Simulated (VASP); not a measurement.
# Ni (P6/mmm) in VASP: notebook

The runs below take Ni through single point, with PBEsol.

Everything below comes from runs of VASP 6.6.1. Logs are shortened: lines on timing, memory, paths and dates and some standing lists are left out, and cuts for length are marked.

### Step 1. The cell of the first run

Symmetry: P6/mmm, No. 191, hexagonal system. Conventional cell: a = 3.825 Å, b = 3.825 Å, c = 2.271 Å, α = 90.00°, β = 90.00°, γ = 120.00°. Ni (site symmetry -6m2) has 5 Ni at 2.21 to 2.27 Å within 2.9 Å.

### Step 2. Single point, PBEsol, collinear spin, ferromagnetic start

File INCAR:

```
SYSTEM = Ni
PREC     = Accurate       ! precision mode
ENCUT    = 520            ! plane-wave cutoff, eV
EDIFF    = 1E-7           ! SCF threshold, eV
ISMEAR   = 0              ! smearing method
SIGMA    = 0.1            ! smearing width, eV
LREAL    = .False.        ! projectors in reciprocal space
LASPH    = .True.         ! aspherical terms in the spheres
NELM     = 150            ! most SCF steps
ALGO     = Normal         ! electronic algorithm
ISIF     = 2              ! what is computed and relaxed
LWAVE    = .False.        ! write WAVECAR
LCHARG   = .False.        ! write CHGCAR
ISPIN    = 2              ! spin polarisation
MAGMOM   = 0.7 0.7        ! initial moments
LORBIT   = 11             ! projections on sites
LMAXMIX  = 4              ! l up to which the mixer works
GGA      = PS             ! functional
NBANDS   = 21             ! bands
```

File KPOINTS:

```
regular mesh
0
Gamma
  18 18 24
  0 0 0
```

File POSCAR:

```
Ni
1.0
    3.8248501841      0.0000000000      0.0000000000
   -1.9124250921      3.3124174250      0.0000000000
    0.0000000000      0.0000000000      2.2714668695
Ni
2
Direct
    0.3333333333      0.6666666667      0.0000000000
    0.6666666667      0.3333333333      0.0000000000
```

Potentials or basis: VASP PAW PBE potentials, release 64 (Ni).

On the command line:

```sh
cat potpaw_PBE.64/Ni/POTCAR > POTCAR
mpirun -np 1 vasp_std > vasp.out
```

OUTCAR:

```text
SYSTEM = Ni
   PREC = Accurate
   ENCUT = 520
   EDIFF = 1E-7
   ISMEAR = 0
   LREAL = .False.
   LASPH = .True.
   NELM = 150
   ISIF = 2
   ISPIN = 2
   LORBIT = 11
   GGA = PS

 ion  position               nearest neighbor table
   1  0.333  0.667  0.000-   2 2.21   2 2.21   2 2.21
   2  0.667  0.333  0.000-   1 2.21   1 2.21   1 2.21

  LATTYP: Found a hexagonal cell.
 ALAT       =     3.8248501841
 C/A-ratio  =     0.5938708080

  Lattice vectors:

 A1 = (   3.8248501841,   0.0000000000,   0.0000000000)
 A2 = (  -1.9124250921,   3.3124174250,   0.0000000000)
 A3 = (   0.0000000000,   0.0000000000,   2.2714668695)

Analysis of symmetry for initial positions (statically):
=====================================================================
 Subroutine PRICEL returns:
 Original cell was already a primitive cell.

 Routine SETGRP: Setting up the symmetry group for a
 hexagonal supercell.

 Subroutine GETGRP returns: Found 24 space group operations
 (whereof 24 operations were pure point group operations)
 out of a pool of 24 trial point group operations.

The static configuration has the point symmetry D_6h.

Analysis of symmetry for dynamics (positions and initial velocities):
=====================================================================
 Subroutine PRICEL returns:
 Original cell was already a primitive cell.

 Routine SETGRP: Setting up the symmetry group for a
 hexagonal supercell.

 Subroutine GETGRP returns: Found 24 space group operations
 (whereof 24 operations were pure point group operations)
 out of a pool of 24 trial point group operations.

The dynamic configuration has the point symmetry D_6h.

Analysis of structural, dynamic, and magnetic symmetry:
=====================================================================
 Subroutine PRICEL returns:
 Original cell was already a primitive cell.

 Routine SETGRP: Setting up the symmetry group for a
 hexagonal supercell.

 Subroutine GETGRP returns: Found 24 space group operations
 (whereof 24 operations were pure point group operations)
 out of a pool of 24 trial point group operations.

The overall configuration has the point symmetry D_6h.

 Subroutine INISYM returns: Found 24 space group operations
 (whereof 24 operations are pure point group operations),
 and found     1 'primitive' translations

----------------------------------------------------------------------------------------

                                     Primitive cell

  volume of cell :      28.7784

  direct lattice vectors                    reciprocal lattice vectors
     3.824850184  0.000000000  0.000000000     0.261448149  0.150947159  0.000000000
    -1.912425092  3.312417425  0.000000000     0.000000000  0.301894318  0.000000000
     0.000000000  0.000000000  2.271466870     0.000000000  0.000000000  0.440244149

  length of vectors
     3.824850184  3.824850184  2.271466870     0.301894318  0.301894318  0.440244149

  position of ions in fractional coordinates (direct lattice)
     0.333333333  0.666666667  0.000000000
     0.666666667  0.333333333  0.000000000

  ion indices of the primitive-cell ions
   primitive index   ion index
                 1           1
                 2           2

----------------------------------------------------------------------------------------

 KPOINTS: regular mesh

Automatic generation of k-mesh.
 Grid dimensions read from file:
 generate k-points for:   18   18   24

 Generating k-lattice:

  Cartesian coordinates                     Fractional coordinates (reciprocal lattice)
     0.014524897  0.008385953  0.000000000     0.055555556  0.000000000  0.000000000
     0.000000000  0.016771907  0.000000000     0.000000000  0.055555556  0.000000000
     0.000000000  0.000000000  0.018343506     0.000000000  0.000000000  0.041666667

  Length of vectors
     0.016771907  0.016771907  0.018343506

  Shift w.r.t. Gamma in fractional coordinates (k-lattice)
     0.000000000  0.000000000  0.000000000

 Subroutine IBZKPT returns following result:
 ===========================================

 Found    481 irreducible k-points:

 Following reciprocal coordinates:
            Coordinates               Weight
  0.000000  0.000000  0.000000      1.000000
  0.055556 -0.000000  0.000000      6.000000
  0.111111 -0.000000  0.000000      6.000000
  0.166667  0.000000  0.000000      6.000000
  0.222222  0.000000  0.000000      6.000000
  0.277778  0.000000  0.000000      6.000000
[... 16 lines left out ...]
  0.333333  0.111111  0.000000     12.000000
  0.388889  0.111111  0.000000     12.000000
 [... further k-points ...]
   k-points           NKPTS =    481   k-points in BZ     NKDIM =    481   number of bands    NBANDS=     21
   number of dos      NEDOS =    301   number of ions     NIONS =      2
   total plane-waves  NPLWV =  14112
   dimension x,y,z NGX =    28 NGY =   28 NGZ =   18
   dimension x,y,z NGXF=    56 NGYF=   56 NGZF=   36
   ions per type =               2
   NGX,Y,Z   is equivalent  to a cutoff of  12.17, 12.17, 13.17 a.u.
   NGXF,Y,Z  is equivalent  to a cutoff of  24.34, 24.34, 26.35 a.u.
 SYSTEM =  Ni
   PREC   = accura    normal or accurate (medium, high low for compatibility)
   ISTART =      0    job   : 0-new  1-cont  2-samecut
   ICHARG =      2    charge: 1-file 2-atom 10-const
   ISPIN  =      2    spin polarized calculation?
   LNONCOLLINEAR =      F non collinear calculations
   LSORBIT =      F    spin-orbit coupling
   LASPH  =      T    aspherical Exc in radial PAW
   ENCUT  =  520.0 eV  38.22 Ry    6.18 a.u.   7.11  7.11  4.22*2*pi/ulx,y,z
   NELM   =    150;   NELMIN=  2; NELMDL= -5     # of ELM steps
   EDIFF  = 0.1E-06   stopping-criterion for ELM
   LREAL  =      F    real-space projection
   EDIFFG = 0.1E-05   stopping-criterion for IOM
   NSW    =      0    number of steps for IOM
   IBRION =     -1    ionic relax: 0-MD 1-quasi-New 2-CG
   NFREE  =      0    steps in history (QN), initial steepest desc. (CG)
   ISIF   =      2    stress and relaxation
   ISYM   =      2    0-nonsym 1-usesym 2-fastsym
   POTIM  = 0.5000    time-step for ionic-motion
   TEBEG  =    0.0;   TEEND  =   0.0 temperature during run
   PSTRESS=    0.0 pullay stress
   NELECT =      20.0000    total number of electrons
   NUPDOWN=      -1.0000    fix difference up-down
   EMIN   =  10.00;   EMAX   =-10.00  energy-range for DOS
   EFERMI =   0.00;   METHOD = LEGACY
   ISMEAR =     0;   SIGMA  =   0.10  broadening in eV -4-tet -1-fermi 0-gaus
   EFERMI_NEDOS =   21; number of points for ismear=-14 and -15
   IALGO  =     38    algorithm
   IMIX   =      4    mixing-type and parameters
     AMIX     =   0.40;   BMIX     =  1.00
     AMIX_MAG =   1.60;   BMIX_MAG =  1.00
  volume/ion in A,a.u.               =      14.39        97.10
  Fermi-wavevector in a.u.,A,eV,Ry     =   1.450094  2.740281 28.609964  2.102773
  Thomas-Fermi vector in A             =   2.567746
   LORBIT       =     11    0 simple, 1 ext, 2 COOP (PROOUT), +10 PAW based schemes
   GGA     = PS    functional components
   LHFCALC =     F    Hartree Fock is set to
   AEXX    =    0.0000 exact exchange contribution
   IVDW    =     0    specifies the selected vdW correction
   LEPSILON=     F    determine dielectric tensor
   LRPA    =     F    only Hartree local field effects (RPA)
 spin polarized calculation
 Gauss-broadening in eV      SIGMA  =   0.10
  energy-cutoff  :      520.00
  volume of cell :       28.78
 maximum number of plane-waves:       790
   NGX = 15   NGY = 15   NGZ =  9

 number of electron      20.0000006 magnetization       0.9478707

 Free energy of the ion-electron system (eV)
  ---------------------------------------------------
  ext. energy  EPLUGINS =         0.00000000
  ---------------------------------------------------
  free energy    TOTEN  =       -10.15978018 eV

  energy without entropy =      -10.13824599  energy(sigma->0) =      -10.14901309

 E-fermi :   5.7330     XC(G=0): -11.5568

 val. band max:        5.7328935163   @ k =   0.3333   0.2778   0.0000
 cond. band min:       5.7333552240   @ k =   0.3889   0.0556   0.4167
 fundamental gap:      0.0004617076
 Fermi energy:         5.7330284253

 spin component 1

 k-point     1 :       0.0000    0.0000    0.0000
  band No.  band energies     occupation
      1      -1.5621      1.00000
      2       1.9994      1.00000
      3       2.6817      1.00000
      4       3.1856      1.00000
      5       3.1856      1.00000
      6       3.3707      1.00000
[... 13 lines left out ...]
     20      36.1760      0.00000
     21      37.8049      0.00000

 k-point     2 :       0.0556   -0.0000    0.0000
  band No.  band energies     occupation
      1      -1.5207      1.00000
      2       2.0082      1.00000
      3       2.6707      1.00000
      4       3.0988      1.00000
      5       3.1060      1.00000
      6       3.4395      1.00000
[... 13 lines left out ...]
     20      35.7594      0.00000
     21      37.4481      0.00000

 k-point     3 :       0.1111   -0.0000    0.0000
  band No.  band energies     occupation
      1      -1.3974      1.00000
      2       2.0344      1.00000
      3       2.6373      1.00000
      4       2.9483      1.00000
      5       2.9919      1.00000
      6       3.5378      1.00000
[... 13 lines left out ...]
     20      34.6503      0.00000
     21      36.4499      0.00000
[... 457 lines left out ...]
 k-point    23 :       0.3333    0.1111    0.0000
  band No.  band energies     occupation
      1       0.2990      1.00000
      2       2.0724      1.00000
      3       2.1554      1.00000
      4       2.4154      1.00000
      5       2.6989      1.00000
      6       3.7009      1.00000
[... 13 lines left out ...]
     20      30.1614      0.00000
     21      32.5436      0.00000

 k-point    24 :       0.3889    0.1111    0.0000
  band No.  band energies     occupation
      1       0.6416      1.00000
      2       1.9062      1.00000
      3       2.0914      1.00000
      4       2.4989      1.00000
      5       2.6715      1.00000
      6       3.6380      1.00000
[... 13 lines left out ...]
     20      30.4429      0.00000
     21      32.4961      0.00000

 [... further k-points ...]

 spin component 2

 k-point     1 :       0.0000    0.0000    0.0000
  band No.  band energies     occupation
      1      -1.5445      1.00000
      2       2.3661      1.00000
      3       3.0470      1.00000
      4       3.5839      1.00000
      5       3.5839      1.00000
      6       3.7667      1.00000
[... 13 lines left out ...]
     20      36.1318      0.00000
     21      37.7817      0.00000

 k-point     2 :       0.0556   -0.0000    0.0000
  band No.  band energies     occupation
      1      -1.5028      1.00000
      2       2.3750      1.00000
      3       3.0343      1.00000
      4       3.4967      1.00000
      5       3.5052      1.00000
      6       3.8328      1.00000
[... 13 lines left out ...]
     20      35.7235      0.00000
     21      37.4327      0.00000

 k-point     3 :       0.1111   -0.0000    0.0000
  band No.  band energies     occupation
      1      -1.3787      1.00000
      2       2.4016      1.00000
      3       2.9957      1.00000
      4       3.3448      1.00000
      5       3.3928      1.00000
      6       3.9232      1.00000
[... 13 lines left out ...]
     20      34.6333      0.00000
     21      36.4564      0.00000
[... 457 lines left out ...]
 k-point    23 :       0.3333    0.1111    0.0000
  band No.  band energies     occupation
      1       0.3559      1.00000
      2       2.3231      1.00000
      3       2.5232      1.00000
      4       2.7838      1.00000
      5       3.1025      1.00000
      6       3.9461      1.00000
[... 13 lines left out ...]
     20      30.2151      0.00000
     21      32.5314      0.00000

 k-point    24 :       0.3889    0.1111    0.0000
  band No.  band energies     occupation
      1       0.7214      1.00000
      2       2.1130      1.00000
      3       2.4564      1.00000
      4       2.8673      1.00000
      5       3.0740      1.00000
      6       3.8433      1.00000
[... 13 lines left out ...]
     20      30.5357      0.00000
     21      32.4868      0.00000

 [... further k-points ...]

------------------------ aborting loop because EDIFF is reached ----------------------------------------

  FORCE on cell =-STRESS in cart. coord.  units (eV):
  Direction    XX          YY          ZZ          XY          YZ          ZX
  --------------------------------------------------------------------------------------
  -------------------------------------------------------------------------------------
  Total       -0.0135025     -0.0135025     -0.0197946      0.0000000      0.0000000     -0.0000000
  in kB       -0.7517233     -0.7517233     -1.1020248      0.0000000      0.0000000     -0.0000000
  external PRESSURE =      -0.8684905 kB  Pullay stress =       0.0000000 kB

 VOLUME and BASIS-vectors are now :
 -----------------------------------------------------------------------------
  energy-cutoff  :      520.00
  volume of cell :       28.78
      direct lattice vectors                 reciprocal lattice vectors
     3.824850184  0.000000000  0.000000000     0.261448149  0.150947159  0.000000000
    -1.912425092  3.312417425  0.000000000     0.000000000  0.301894318  0.000000000
     0.000000000  0.000000000  2.271466870     0.000000000  0.000000000  0.440244149

 POSITION                                       TOTAL-FORCE (eV/Angst)
 -----------------------------------------------------------------------------------
     -0.00000      2.20828      0.00000        -0.000000      0.000000      0.000000
      1.91243      1.10414      0.00000         0.000000     -0.000000      0.000000
 -----------------------------------------------------------------------------------
    total drift:                                0.000000     -0.000000     -0.000000

  FREE ENERGIE OF THE ION-ELECTRON SYSTEM (eV)
  ---------------------------------------------------
  free  energy   TOTEN  =       -10.1597801832 eV

  energy  without entropy=      -10.1382459947  energy(sigma->0) =      -10.14901309

 total charge

# of ion       s       p       d       tot
------------------------------------------
    1        0.552   0.406   8.362   9.320
    2        0.552   0.406   8.362   9.320
--------------------------------------------------
tot          1.104   0.812  16.724  18.641

 magnetization (x)

# of ion       s       p       d       tot
------------------------------------------
    1       -0.002  -0.008   0.488   0.477
    2       -0.002  -0.008   0.488   0.477
--------------------------------------------------
tot         -0.004  -0.016   0.975   0.955
```

Run time: 4.8 min. Hardware: 1 thread of AMD EPYC 9R45 (Zen 5), shared host; peak memory 0.43 GiB.

What came out:

```yaml
Free_energy: -10.1598 eV
Pressure: -0.1 GPa
Net_moment: 0.95 μB per cell
Site_moments: Ni +0.48 μB
Valence_electrons_inside_the_program's_atomic_spheres: Ni 9.32
```

Caveat: the PAW data sets were made with another functional, which shifts forces and pressure a little.

[end of part 1 of 2]
